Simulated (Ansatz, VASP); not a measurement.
One calculation of MnSnO4, two programs

The input INCAR:

```
  PREC = Accurate
  ENCUT = 520
  EDIFF = 1E-6
  ISMEAR = 0
  SIGMA = 0.1
  LREAL = F
  LASPH = T
  NELM = 150
  ALGO = Normal
  ISIF = 2
  LWAVE = F
  LCHARG = F
  ISPIN = 2
  MAGMOM = 4 0 0 0 0 0
  LORBIT = 11
  LMAXMIX = 4
  GGA = PE
  NBANDS = 38
```

The input KPOINTS:

```
regular mesh
0
Gamma
  4 4 4
```

POSCAR

```
MnSnO4
1.0
    4.0590000000      0.0000000000      0.0000000000
    0.0000000000      4.0590000000      0.0000000000
    0.0000000000      0.0000000000      6.5494897400
Mn Sn O
1 1 4
Direct
    0.0000000000      0.0000000000      0.0000000000
    0.5000000000      0.5000000000      0.5000000000
    0.0000000000      0.0000000000      0.6869985200
    0.5000000000      0.0000000000      0.0000000000
    0.0000000000      0.5000000000      0.0000000000
    0.0000000000      0.0000000000      0.3130014800
```

Input for Ansatz:

```yaml
crystal:
  lattice:
    - [4.059, 0.0, 0.0]
    - [0.0, 4.059, 0.0]
    - [0.0, 0.0, 6.54948974]
  atoms:
    - { symbol: Mn, position: [0.0, 0.0, 0.0], spin: 4.0 }
    - { symbol: Sn, position: [0.5, 0.5, 0.5] }
    - { symbol: O, position: [0.0, 0.0, 0.68699852] }
    - { symbol: O, position: [0.5, 0.0, 0.0] }
    - { symbol: O, position: [0.0, 0.5, 0.0] }
    - { symbol: O, position: [0.0, 0.0, 0.31300148] }
basis:
  ecutwfc: 420
kpoints:
  mp_grid: { grid: [4, 4, 4] }
hamiltonian:
  xc: pbe
scf:
  occupations: { method: gaussian, width: 0.1 }
  lower_state_search: "off"
output:
  forces: true
  stress: true
  eigenvalues: true
  populations: true
magnetization:
  spin_polarized: true
```

Alike in both runs: task single point; functional PBE; k mesh 4 × 4 × 4; occupations gaussian, width 0.1 eV; collinear spin.

|  | VASP | Ansatz |
| --- | --- | --- |
| version | VASP 6.6.1 | Ansatz 0.2.0 |
| potentials or method | VASP PAW PBE potentials, release 64 (Mn_pv, Sn_d, O), cutoff 520 eV | scalar-relativistic, plane waves, PAW |
| valence electrons in the cell | 51 | 53 |

```tsv
	VASP	Ansatz	Ansatz less VASP
gap on the k mesh at the Fermi level (eV)	none	none	-
pressure (GPa)	-18.9	-19.3	-0.39
traceless stress, the component that is largest in VASP (GPa)	3.86	3.94	+0.080
rms of the force components (eV/Å)	0.380	0.403	+0.0235
net moment per atom (μB)	0.17	0.17	0.000
size of the moment on the site where the two differ most (μB)	3.04	2.74	-0.299
```

Site moments also hang on the region over which each program counts them. Atom by atom the forces differ by 0.024 eV/Å (rms over components). A gap of «none» marks a metal or a gap that the smearing closes. VASP's potentials hold 51 valence electrons a cell and Ansatz's 53, so a difference there can come from the potentials and not from the codes.

The k mesh is coarse, so the values compare programs but aren't converged.
